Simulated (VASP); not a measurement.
# ScAl3 (P4/mmm) in VASP: a series of runs

Runs on ScAl3. Level: PBEsol. Tasks: single point.

Program: VASP 6.6.1. These are calculated values, not measurements. Logs are shortened: lines on timing, memory, paths and dates and some standing lists are left out, and cuts for length are marked.

## (1) The cell of the first run

Symmetry: P4/mmm, No. 123, tetragonal system. Conventional cell: a = 4.010 Å, b = 4.010 Å, c = 4.316 Å, α = 90.00°, β = 90.00°, γ = 90.00°. Within 3.7 Å of Sc (site symmetry 4/mmm) lie 12 Al at 2.84 to 2.95 Å. Within 3.7 Å of Al (site symmetry mmm) lie 8 Al at 2.84 to 2.95 Å and 4 Sc at 2.95 Å. Within 3.7 Å of Al (site symmetry 4/mmm) lie 4 Sc at 2.84 Å and 8 Al at 2.95 Å.

## (2) Single point, PBEsol (uniaxial strain along a: +6.0 %)

The input, INCAR:

```
ALGO = Fast
EDIFF = 1E-6
ENCUT = 520
GGA = PS
ISIF = 2
ISMEAR = 0
LASPH = True
LCHARG = True
LELF = True
LREAL = False
LVHAR = True
LWAVE = False
NBANDS = 18
NELM = 100
PREC = Accurate
SIGMA = 0.1
```

The input, KPOINTS:

```
k-points
0
Gamma
  14 14 14
```

The input, POSCAR:

```
ScAl3
1.0
    4.3155765331      0.0000000000      0.0000000000
    0.0000000000      4.0102291369      0.0000000000
    0.0000000000      0.0000000000      4.0102291369
Sc Al
1 3
Direct
    0.0000000000      0.0000000000      0.0000000000
    0.5000000000      0.0000000000      0.5000000000
    0.0000000000      0.5000000000      0.5000000000
    0.5000000000      0.5000000000      0.0000000000
```

Potentials or basis: VASP PAW PBE potentials, release 64 (Sc_sv, Al).

Run with:

```console
cat potpaw_PBE.64/Sc_sv/POTCAR potpaw_PBE.64/Al/POTCAR > POTCAR
mpirun -np 1 vasp_std > vasp.out
```

OUTCAR:

```text
EDIFF = 1E-6
   ENCUT = 520
   GGA = PS
   ISIF = 2
   ISMEAR = 0
   LASPH = True
   LREAL = False
   NELM = 100
   PREC = Accurate

 ion  position               nearest neighbor table
   1  0.000  0.000  0.000-   3 2.84   3 2.84   3 2.84   3 2.84   2 2.95   4 2.95   4 2.95   2 2.95
                             2 2.95   4 2.95   2 2.95   4 2.95
   2  0.500  0.000  0.500-   4 2.84   4 2.84   4 2.84   4 2.84   3 2.95   3 2.95   1 2.95   1 2.95
                             1 2.95   3 2.95   1 2.95   3 2.95
   3  0.000  0.500  0.500-   1 2.84   1 2.84   1 2.84   1 2.84   4 2.95   4 2.95   2 2.95   2 2.95
                             2 2.95   4 2.95   4 2.95   2 2.95
   4  0.500  0.500  0.000-   2 2.84   2 2.84   2 2.84   2 2.84   3 2.95   1 2.95   3 2.95   1 2.95
                             1 2.95   3 2.95   3 2.95   1 2.95

  LATTYP: Found a simple tetragonal cell.
 ALAT       =     4.0102291369
 C/A-ratio  =     1.0761421320

  Lattice vectors:

 A1 = (   0.0000000000,   4.0102291369,   0.0000000000)
 A2 = (   0.0000000000,   0.0000000000,   4.0102291369)
 A3 = (   4.3155765331,   0.0000000000,   0.0000000000)

Analysis of symmetry for initial positions (statically):
=====================================================================
 Subroutine PRICEL returns:
 Original cell was already a primitive cell.

 Routine SETGRP: Setting up the symmetry group for a
 simple tetragonal supercell.

 Subroutine GETGRP returns: Found 16 space group operations
 (whereof 16 operations were pure point group operations)
 out of a pool of 16 trial point group operations.

The static configuration has the point symmetry D_4h.

Analysis of symmetry for dynamics (positions and initial velocities):
=====================================================================
 Subroutine PRICEL returns:
 Original cell was already a primitive cell.

 Routine SETGRP: Setting up the symmetry group for a
 simple tetragonal supercell.

 Subroutine GETGRP returns: Found 16 space group operations
 (whereof 16 operations were pure point group operations)
 out of a pool of 16 trial point group operations.

The dynamic configuration has the point symmetry D_4h.

 Subroutine INISYM returns: Found 16 space group operations
 (whereof 16 operations are pure point group operations),
 and found     1 'primitive' translations

----------------------------------------------------------------------------------------

                                     Primitive cell

  volume of cell :      69.4028

  direct lattice vectors                    reciprocal lattice vectors
     4.315576533  0.000000000  0.000000000     0.231718750  0.000000000  0.000000000
     0.000000000  4.010229137  0.000000000     0.000000000  0.249362310  0.000000000
     0.000000000  0.000000000  4.010229137     0.000000000  0.000000000  0.249362310

  length of vectors
     4.315576533  4.010229137  4.010229137     0.231718750  0.249362310  0.249362310

  position of ions in fractional coordinates (direct lattice)
     0.000000000  0.000000000  0.000000000
     0.500000000  0.000000000  0.500000000
     0.000000000  0.500000000  0.500000000
     0.500000000  0.500000000  0.000000000

  ion indices of the primitive-cell ions
   primitive index   ion index
                 1           1
                 2           2
                 3           3
                 4           4

----------------------------------------------------------------------------------------

 KPOINTS: k-points

Automatic generation of k-mesh.
 Grid dimensions read from file:
 generate k-points for:   14   14   14

 Generating k-lattice:

  Cartesian coordinates                     Fractional coordinates (reciprocal lattice)
     0.016551339  0.000000000  0.000000000     0.071428571  0.000000000  0.000000000
     0.000000000  0.017811594  0.000000000     0.000000000  0.071428571  0.000000000
     0.000000000  0.000000000  0.017811594     0.000000000  0.000000000  0.071428571

  Length of vectors
     0.016551339  0.017811594  0.017811594

  Shift w.r.t. Gamma in fractional coordinates (k-lattice)
     0.000000000  0.000000000  0.000000000

 Subroutine IBZKPT returns following result:
 ===========================================

 Found    288 irreducible k-points:

 Following reciprocal coordinates:
            Coordinates               Weight
  0.000000  0.000000  0.000000      1.000000
  0.071429  0.000000  0.000000      2.000000
  0.142857  0.000000  0.000000      2.000000
  0.214286  0.000000  0.000000      2.000000
  0.285714  0.000000  0.000000      2.000000
  0.357143  0.000000  0.000000      2.000000
[... 16 lines left out ...]
  0.428571  0.142857  0.000000      8.000000
  0.500000  0.142857  0.000000      4.000000
 [... further k-points ...]
   k-points           NKPTS =    288   k-points in BZ     NKDIM =    288   number of bands    NBANDS=     18
   number of dos      NEDOS =    301   number of ions     NIONS =      4
   total plane-waves  NPLWV =  28800
   dimension x,y,z NGX =    32 NGY =   30 NGZ =   30
   dimension x,y,z NGXF=    64 NGYF=   60 NGZF=   60
   ions per type =               1   3
   NGX,Y,Z   is equivalent  to a cutoff of  12.33, 12.44, 12.44 a.u.
   NGXF,Y,Z  is equivalent  to a cutoff of  24.65, 24.87, 24.87 a.u.
 SYSTEM =  unknown system
   PREC   = accura    normal or accurate (medium, high low for compatibility)
   ISTART =      0    job   : 0-new  1-cont  2-samecut
   ICHARG =      2    charge: 1-file 2-atom 10-const
   ISPIN  =      1    spin polarized calculation?
   LNONCOLLINEAR =      F non collinear calculations
   LSORBIT =      F    spin-orbit coupling
   LASPH  =      T    aspherical Exc in radial PAW
   ENCUT  =  520.0 eV  38.22 Ry    6.18 a.u.   8.02  7.46  7.46*2*pi/ulx,y,z
   NELM   =    100;   NELMIN=  2; NELMDL= -5     # of ELM steps
   EDIFF  = 0.1E-05   stopping-criterion for ELM
   LREAL  =      F    real-space projection
   EDIFFG = 0.1E-04   stopping-criterion for IOM
   NSW    =      0    number of steps for IOM
   IBRION =     -1    ionic relax: 0-MD 1-quasi-New 2-CG
   NFREE  =      0    steps in history (QN), initial steepest desc. (CG)
   ISIF   =      2    stress and relaxation
   ISYM   =      2    0-nonsym 1-usesym 2-fastsym
   POTIM  = 0.5000    time-step for ionic-motion
   TEBEG  =    0.0;   TEEND  =   0.0 temperature during run
   PSTRESS=    0.0 pullay stress
   NELECT =      20.0000    total number of electrons
   NUPDOWN=      -1.0000    fix difference up-down
   EMIN   =  10.00;   EMAX   =-10.00  energy-range for DOS
   EFERMI =   0.00;   METHOD = LEGACY
   ISMEAR =     0;   SIGMA  =   0.10  broadening in eV -4-tet -1-fermi 0-gaus
   EFERMI_NEDOS =   21; number of points for ismear=-14 and -15
   IALGO  =     68    algorithm
   IMIX   =      4    mixing-type and parameters
     AMIX     =   0.40;   BMIX     =  1.00
     AMIX_MAG =   1.60;   BMIX_MAG =  1.00
  volume/ion in A,a.u.               =      17.35       117.09
  Fermi-wavevector in a.u.,A,eV,Ry     =   1.081332  2.043421 15.909008  1.169279
  Thomas-Fermi vector in A             =   2.217346
   LORBIT       =      0    0 simple, 1 ext, 2 COOP (PROOUT), +10 PAW based schemes
   GGA     = PS    functional components
   LHFCALC =     F    Hartree Fock is set to
   AEXX    =    0.0000 exact exchange contribution
   IVDW    =     0    specifies the selected vdW correction
   LEPSILON=     F    determine dielectric tensor
   LRPA    =     F    only Hartree local field effects (RPA)
 non-spin polarized calculation
 RMM-DIIS sequential band-by-band and
 Gauss-broadening in eV      SIGMA  =   0.10
  energy-cutoff  :      520.00
  volume of cell :       69.40
 maximum number of plane-waves:      1920
   NGX = 17   NGY = 15   NGZ = 15

 number of electron      20.0000004 magnetization

 Free energy of the ion-electron system (eV)
  ---------------------------------------------------
  ext. energy  EPLUGINS =         0.00000000
  ---------------------------------------------------
  free energy    TOTEN  =       -20.64313544 eV

  energy without entropy =      -20.63500850  energy(sigma->0) =      -20.63907197

 E-fermi :   7.0436     XC(G=0): -10.4368

 val. band max:        7.0430272983   @ k =   0.1429   0.4286   0.0714
 cond. band min:       7.0437222046   @ k =   0.2857   0.5000   0.2143
 fundamental gap:      0.0006949063
 Fermi energy:         7.0436065609

 k-point     1 :       0.0000    0.0000    0.0000
  band No.  band energies     occupation
      1     -41.7491      2.00000
      2     -20.5717      2.00000
      3     -20.5254      2.00000
      4     -20.5254      2.00000
      5      -2.8797      2.00000
      6       4.0316      2.00000
[... 10 lines left out ...]
     17      12.2838      0.00000
     18      12.2895      0.00000

 k-point     2 :       0.0714    0.0000    0.0000
  band No.  band energies     occupation
      1     -41.7490      2.00000
      2     -20.5727      2.00000
      3     -20.5254      2.00000
      4     -20.5254      2.00000
      5      -2.8377      2.00000
      6       3.5037      2.00000
[... 10 lines left out ...]
     17      12.2774      0.00000
     18      12.2842      0.00000

 k-point     3 :       0.1429    0.0000    0.0000
  band No.  band energies     occupation
      1     -41.7489      2.00000
      2     -20.5753      2.00000
      3     -20.5252      2.00000
      4     -20.5252      2.00000
      5      -2.7125      2.00000
      6       2.7367      2.00000
[... 10 lines left out ...]
     17      12.1942      0.00000
     18      12.1965      0.00000

 k-point     4 :       0.2143    0.0000    0.0000
  band No.  band energies     occupation
      1     -41.7488      2.00000
      2     -20.5792      2.00000
      3     -20.5249      2.00000
      4     -20.5249      2.00000
      5      -2.5065      2.00000
      6       1.9638      2.00000
[... 375 lines left out ...]
      4     -20.5238      2.00000
      5      -1.6969      2.00000
      6       0.7190      2.00000
[... 10 lines left out ...]
     17      11.4901      0.00000
     18      12.9267      0.00000

 k-point    23 :       0.4286    0.1429    0.0000
  band No.  band energies     occupation
      1     -41.7482      2.00000
      2     -20.5891      2.00000
      3     -20.5313      2.00000
      4     -20.5237      2.00000
      5      -1.3293      2.00000
      6       0.1503      2.00000
[... 10 lines left out ...]
     17      11.4036      0.00000
     18      13.0813      0.00000

 k-point    24 :       0.5000    0.1429    0.0000
  band No.  band energies     occupation
      1     -41.7481      2.00000
      2     -20.5900      2.00000
      3     -20.5312      2.00000
      4     -20.5236      2.00000
      5      -1.1126      2.00000
      6      -0.1338      2.00000
[... 10 lines left out ...]
     17      11.3525      0.00000
     18      13.0717      0.00000

 [... further k-points ...]
[... 5 lines left out ...]
  --------------------------------------------------------------------------------------
  -------------------------------------------------------------------------------------
  Total       -3.8776448      0.6914830      0.6914830     -0.0000000      0.0000000      0.0000000
  in kB      -89.5161525     15.9630136     15.9630136     -0.0000000      0.0000000      0.0000000
  external PRESSURE =     -19.1967084 kB  Pullay stress =       0.0000000 kB

 VOLUME and BASIS-vectors are now :
 -----------------------------------------------------------------------------
  energy-cutoff  :      520.00
  volume of cell :       69.40
      direct lattice vectors                 reciprocal lattice vectors
     4.315576533  0.000000000  0.000000000     0.231718750  0.000000000  0.000000000
     0.000000000  4.010229137  0.000000000     0.000000000  0.249362310  0.000000000
     0.000000000  0.000000000  4.010229137     0.000000000  0.000000000  0.249362310

 POSITION                                       TOTAL-FORCE (eV/Angst)
 -----------------------------------------------------------------------------------
      0.00000      0.00000      0.00000         0.000000      0.000000      0.000000
      2.15779      0.00000      2.00511         0.000000      0.000000      0.000000
      0.00000      2.00511      2.00511         0.000000      0.000000      0.000000
      2.15779      2.00511      0.00000         0.000000      0.000000      0.000000
 -----------------------------------------------------------------------------------
    total drift:                               -0.000000      0.000000      0.000000

  FREE ENERGIE OF THE ION-ELECTRON SYSTEM (eV)
  ---------------------------------------------------
  free  energy   TOTEN  =       -20.6431354404 eV

  energy  without entropy=      -20.6350084988  energy(sigma->0) =      -20.63907197
```

Wall time 14 min (1 thread of Intel Xeon 8259CL, shared host); peak memory 0.44 GiB.

What came out:

| Quantity | Value |
| --- | --- |
| Free energy | -20.6431 eV |
| Pressure | -1.9 GPa |
| Band gap on the k mesh | zero (bands 10 and 11 overlap by 3.93 eV) |

Levels at points of the mesh, in eV from the Fermi level:
```tsv
k point	band 8	band 9	band 10	band 11	band 12	band 13
(0.00, 0.00, 0.00)	-2.22	-1.43	-1.43	1.25	1.25	1.25
(0.50, 0.00, 0.00)	-1.47	-1.29	1.14	1.27	1.27	1.44
(0.00, 0.50, 0.00)	-1.54	-1.38	0.26	0.48	1.34	1.63
(0.50, 0.50, 0.00)	-4.31	-0.46	-0.23	1.47	1.64	1.75
(0.00, 0.50, 0.50)	-4.31	-0.79	-0.79	0.75	0.84	2.24
(0.50, 0.50, 0.50)	-4.38	-3.11	-2.80	-2.80	0.84	2.46
```

Caveat: the cell differs from its parent crystal (uniaxial strain along a: +6.0 %); the PAW data sets were made with another functional, which shifts forces and pressure a little.

## (3) Single point, PBEsol (uniaxial strain along a: +6.0 %, then relaxed in part)

The input, INCAR:

```
SYSTEM = ScAl3
PREC = Accurate
ENCUT = 520
EDIFF = 1E-6
ISMEAR = 0
SIGMA = 0.1
LREAL = .False.
LASPH = .True.
NELM = 60
ALGO = Fast
ISIF = 2
LWAVE = .False.
LCHARG = .False.
GGA = PS
NBANDS = 18
```

The input, KPOINTS:

```
regular mesh
0
Gamma
  14 14 14
  0 0 0
```

POSCAR, as its differences from that of step 2:

```diff
@@ -3,4 +3,4 @@
     4.3155765331      0.0000000000      0.0000000000
-    0.0000000000      4.0102291369      0.0000000000
-    0.0000000000      0.0000000000      4.0102291369
+    0.0000000000      4.0359782041      0.0000000000
+    0.0000000000      0.0000000000      4.0359782041
 Sc Al
```

Potentials or basis: VASP PAW PBE potentials, release 64 (Sc_sv, Al).

Run with:

```console
cat potpaw_PBE.64/Sc_sv/POTCAR potpaw_PBE.64/Al/POTCAR > POTCAR
mpirun -np 1 vasp_std > vasp.out
```

Wall time 9 min (1 thread of Intel Xeon 8259CL, shared host); peak memory 0.44 GiB.

The run converged. Its results:

```yaml
Free_energy: -20.6481 eV
Pressure: -3.0 GPa
Band_gap_on_the_k_mesh: zero (bands 10 and 11 overlap by 3.83 eV)
```

Stress tensor (GPa, compression positive):
```
-9.24  0.00  0.00
 0.00  0.11  0.00
 0.00  0.00  0.11
```

Levels at points of the mesh, in eV from the Fermi level:
```csv
k point,band 7,band 8,band 9,band 10,band 11,band 12,band 13,band 14
"(0.00, 0.00, 0.00)",-2.33,-2.24,-1.46,-1.46,1.24,1.24,1.24,1.42
"(0.50, 0.00, 0.00)",-1.48,-1.48,-1.29,1.03,1.22,1.22,1.43,1.59
"(0.00, 0.50, 0.00)",-2.05,-1.51,-1.39,0.26,0.51,1.29,1.61,1.69
"(0.50, 0.50, 0.00)",-5.57,-4.28,-0.46,-0.25,1.44,1.60,1.76,2.47
"(0.00, 0.50, 0.50)",-5.35,-4.28,-0.76,-0.76,0.79,0.87,2.19,2.65
"(0.50, 0.50, 0.50)",-4.69,-4.34,-3.08,-2.80,-2.80,0.82,2.42,2.71
```

Caveat: the cell differs from its parent crystal (uniaxial strain along a: +6.0 %, then relaxed in part); the cell stands under tension; the PAW data sets were made with another functional, which shifts forces and pressure a little.
